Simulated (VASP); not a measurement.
Input of a VASP 6.6.1 run:

The input INCAR:

```
ALGO = Normal
EDIFF = 1E-6
EDIFFG = -0.01
ENCUT = 600
IBRION = 2
ISIF = 4
ISMEAR = 0
LASPH = T
LCHARG = F
LREAL = F
LWAVE = F
NELM = 100
NSW = 50
PREC = Accurate
SIGMA = 0.01
```

The input KPOINTS:

```
k-points
0
Gamma
  10 10 10
```

POSCAR

```
Si
1.0
   -3.1531007034      3.1531007034      1.8409034001
    3.1531007034     -3.1531007034      1.8409034001
    3.1531007034      3.1531007034     -1.8409034001
Si
4
Direct
    0.1797251188      0.1797251188      0.3594502376
    0.8202748812      0.8202748812      0.6405497624
    0.1797251188      0.8202748812      0.0000000000
    0.8202748812      0.1797251188      0.0000000000
```

Potentials or basis: VASP PAW LDA potentials, release 64 (Si).

Run with:

```bash
$ cat potpaw_LDA.64/Si/POTCAR > POTCAR
$ mpirun -np 1 vasp_std > vasp.out
```

Task: Estimate the band gap on the k mesh.

Result: Zero (bands 8 and 9 overlap by 0.25 eV).

The path:
```tsv
step	energy change (eV)	largest force (eV/Å)	pressure (GPa)	volume (Å³)
1	0.0000	0.0653	14.71	73.21
2	-0.0005	0.0291	14.65	73.21
3	-0.0005	0.0275	14.65	73.21
4	-0.0008	0.0010	14.61	73.21
```

Caveat: semilocal functionals underestimate gaps, and a narrow one can read as zero.
